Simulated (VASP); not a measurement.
Ni:

```
Ni
1.0
     0.00000    1.76194    1.76194
     1.76194    0.00000    1.76194
     1.76194    1.76194    0.00000
Ni
1
Direct
  0.00000 0.00000 0.00000
```

- Program: VASP 6.6.1
- Task: relaxation of cell and atoms
- Functional: LDA
- Potentials or basis: VASP PAW LDA potentials, release 64 (Ni)
- Cutoff: 600 eV
- k mesh: 15 × 15 × 15
- Occupations: fermi-dirac, width 0.05 eV
- Spin: collinear spin, ferromagnetic start
- Starting moments: [1.5] μB

At the start: pressure -17.5 GPa; volume 10.94 Å³/atom.

Q: Where does the relaxation end?

A: Over 4 steps the energy falls by 54.5 meV/atom and the volume is 10.03 Å³/atom (-8.3 %); space group Fm-3m (No. 225, to 0.1 Å) before and after; moment 0.60 μB per cell.

The path:
```csv
step,energy change (eV),largest force (eV/Å),pressure (GPa),volume (Å³)
1,0.0000,0.0000,-17.53,10.94
2,0.0180,0.0000,28.83,9.15
3,-0.0545,0.0000,-0.36,10.05
4,-0.0545,0.0000,0.08,10.03
```

Final structure:
```
Ni
1.0
     0.00000    1.71163    1.71163
     1.71163    0.00000    1.71163
     1.71163    1.71163    0.00000
Ni
1
Direct
  0.00000 0.00000 0.00000
```
